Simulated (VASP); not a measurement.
**Ir: single point with revPBE**

The system is Ir.

```
Ir
1.0
     0.00000    1.94171    1.94171
     1.94171    0.00000    1.94171
     1.94171    1.94171    0.00000
Ir
1
Direct
  0.00000 0.00000 0.00000
```

- Program: VASP 6.6.1
- Task: single point
- Functional: revPBE
- Potentials or basis: VASP PAW PBE potentials, release 64 (Ir)
- Cutoff: 520 eV
- k mesh: 14 × 14 × 14
- Occupations: fermi-dirac, width 0.1 eV
- Spin: no spin polarisation
- Dipole correction: no
- Further INCAR settings: ALGO = Normal; EDIFF = 1e-07; NBANDS = 10

```
Pressure : 0.3 GPa
```

Levels at points of the mesh, in eV from the Fermi level:
```
           k point  band 2  band 3  band 4  band 5  band 6  band 7
(0.00, 0.00, 0.00)   -3.61   -3.61   -3.61   -1.07   -1.07   14.44
(0.50, 0.00, 0.00)   -3.71   -3.71   -0.59    0.91    0.91    7.01
(0.50, 0.50, 0.00)   -6.90    0.87    1.45    1.45    1.78   10.14
```

Wall time 7.7 s on 1 thread of AMD EPYC 9R45 96-Core Processor (Zen 5), on a shared host, peak memory 0.1 GiB.

Caveat: the PAW data sets were made with another functional, which shifts forces and pressure a little; spin-orbit coupling is left out, which moves the levels of the heavy elements.
